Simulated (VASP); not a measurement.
## Se: single point with PBE

Crystal: Se.

```
Se
1.0
     4.36620    0.00000    0.00000
    -2.18310    3.78124    0.00000
     0.00000    0.00000    4.95360
Se
3
Direct
  0.77460 0.77460 0.00000
  0.00000 0.22540 0.66667
  0.22540 0.00000 0.33333
```

```json
{
  "Program": "VASP 6.6.1",
  "Task": "single point",
  "Functional": "PBE",
  "Potentials or basis": "VASP PAW PBE potentials, release 64 (Se)",
  "Cutoff": "520 eV",
  "k mesh": "7 × 7 × 6",
  "Occupations": "gaussian, width 0.03 eV",
  "Spin": "no spin polarisation",
  "Dipole correction": "no",
  "Further INCAR settings": "ALGO = Normal; EDIFF = 1e-07; NBANDS = 16"
}
```

```yaml
Pressure: 2.9 GPa
Largest_force: 0.433 eV/Å
Band_gap_on_the_k_mesh: 1.21 eV (least direct gap 1.47 eV)
```

Forces on the atoms (eV/Å):
```
Se  -0.217 -0.375  0.000
Se  -0.217  0.375  0.000
Se   0.433  0.000  0.000
```

Stress tensor (GPa, compression positive):
```
2.30 0.00 0.00
0.00 2.30 0.00
0.00 0.00 4.13
```

Levels at points of the mesh, in eV from the valence-band top:
```tsv
k point	band 5	band 6	band 7	band 8	band 9	band 10	band 11	band 12	band 13	band 14
(0.00, 0.00, 0.00)	-3.84	-3.76	-2.05	-2.05	-0.42	1.88	1.88	2.17	6.17	6.49
(0.00, 0.00, 0.50)	-3.39	-3.39	-1.55	-1.55	-1.13	1.21	1.21	1.28	6.26	7.25
```

It took 16 s on 1 thread of Intel(R) Xeon(R) 6975P-C (Granite Rapids), with other jobs on the host, peak memory 0.2 GiB.

Caveat: an odd mesh through Γ misses points on the zone boundary, where band edges can lie.
